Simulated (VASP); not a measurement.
# From an Ansatz input to VASP: MgS (strained rocksalt)

Ansatz input

```yaml
crystal:
  lattice:
    - [0.0, 2.7315938339, 2.7315938339]
    - [2.7315938339, 0.0, 2.7315938339]
    - [2.7315938339, 2.7315938339, 0.0]
  atoms:
    - { symbol: Mg, position: [0.0, 0.0, 0.0] }
    - { symbol: S, position: [0.5, 0.5, 0.5] }
kpoints:
  mp_grid: { grid: [8, 8, 8] }
  band_path:
    path:
      - [0.0, 0.0, 0.0]
      - [0.5, 0.0, 0.5]
      - [0.625, 0.25, 0.625]
      - [0.375, 0.375, 0.75]
      - [0.5, 0.5, 0.5]
      - [0.5, 0.25, 0.75]
      - [0.0, 0.5, 0.5]
    npoints: 1
hamiltonian:
  xc: r2scan
scf:
  occupations: { method: fixed }
  n_extra_bands: 4
output:
  forces: true
  stress: true
  eigenvalues: true
  write_density: true
  write_potential: true
  elf: true
  volumetric_format: npy
```

Problem. Translate this input to VASP.

Solution. 

INCAR

```
SIGMA = 0.01
NBANDS = 11
ISMEAR = 0
IBRION = -1
NSW = 0
EDIFF = 1E-7
LELF = .TRUE.
LWAVE = .FALSE.
ISIF = 2
LCHARG = .TRUE.
ALGO = Normal
LASPH = .TRUE.
PREC = Accurate
NELM = 120
ENCUT = 520
LREAL = .FALSE.
METAGGA = R2SCAN
```

KPOINTS

```
KPOINTS created by Atomic Simulation Environment
0
Gamma
8 8 8
0 0 0
```

KPOINTS_OPT

```
special points
7
Reciprocal
0.0000000000 0.0000000000 0.0000000000 1
0.5000000000 0.0000000000 0.5000000000 1
0.6250000000 0.2500000000 0.6250000000 1
0.3750000000 0.3750000000 0.7500000000 1
0.5000000000 0.5000000000 0.5000000000 1
0.5000000000 0.2500000000 0.7500000000 1
0.0000000000 0.5000000000 0.5000000000 1
```

POSCAR

```
Mg S
 1.0000000000000000
     0.0000000000000000    2.7315938338999999    2.7315938338999999
     2.7315938338999999    0.0000000000000000    2.7315938338999999
     2.7315938338999999    2.7315938338999999    0.0000000000000000
 Mg  S
   1   1
Cartesian
  0.0000000000000000  0.0000000000000000  0.0000000000000000
  2.7315938338999994  2.7315938338999994  2.7315938338999994
```

VASP ran with the recommended PBE PAW datasets (8 valence electrons in the cell). Other inputs would serve too.

```csv
,Ansatz,VASP
gap between bands v and c,3.14 eV,3.10 eV
least direct gap,3.52 eV,3.49 eV
pressure,-8.7 GPa,-9.0 GPa
```

Datasets and cutoffs are each program's own. VASP's cell holds 8 valence electrons and Ansatz's 16. Ansatz's stress includes a Pulay correction; VASP's doesn't.

VASP's potentials hold 8 valence electrons a cell and Ansatz's 16, so a difference between the two programs can come from the potentials and not from the codes.
